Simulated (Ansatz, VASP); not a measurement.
Si7Ge in VASP and in Ansatz

```
Si Ge
1.0
     5.33127    0.00000    0.00000
     0.00000    5.33127    0.00000
     0.00000    0.00000    5.74137
Si Ge
7 1
Direct
  0.25243 0.25243 0.25243
  0.00000 0.50000 0.50000
  0.50000 0.50000 0.00000
  0.50000 0.00000 0.50000
  0.74757 0.25243 0.74757
  0.74757 0.74757 0.25243
  0.25243 0.74757 0.74757
  0.00000 0.00000 0.00000
```

Change from the starting cell: strain -0.025 along x and y, +0.050 along z, atoms carried along.

Alike in both runs: task single point; functional r2SCAN; k mesh 6 × 6 × 6; occupations gaussian, width 0.05 eV; no spin polarisation.

|  | VASP | Ansatz |
| --- | --- | --- |
| version | VASP 6.6.1 | Ansatz 0.2.0 |
| potentials or method | VASP PAW PBE potentials, release 64 (Si, Ge_d), cutoff 520 eV | scalar-relativistic, plane waves, PAW |
| valence electrons in the cell | 42 | 42 |

|  | VASP | Ansatz | Ansatz less VASP |
| --- | --- | --- | --- |
| gap on the k mesh at the Fermi level (eV) | 0.29 | 0.28 | -0.010 |
| least direct gap on the mesh (eV) | 0.29 | 0.28 | -0.010 |
| pressure (GPa) | -0.1 | 0.1 | +0.19 |
| traceless stress, the component that is largest in VASP (GPa) | -5.78 | -5.75 | +0.031 |
| rms of the force components (eV/Å) | 0.014 | 0.010 | -0.0039 |

VASP's potentials were made for PBE, not for r2SCAN. Atom by atom the forces differ by 0.007 eV/Å (rms over components). The functional is the same, so the differences come from potentials, cutoffs and numerics.
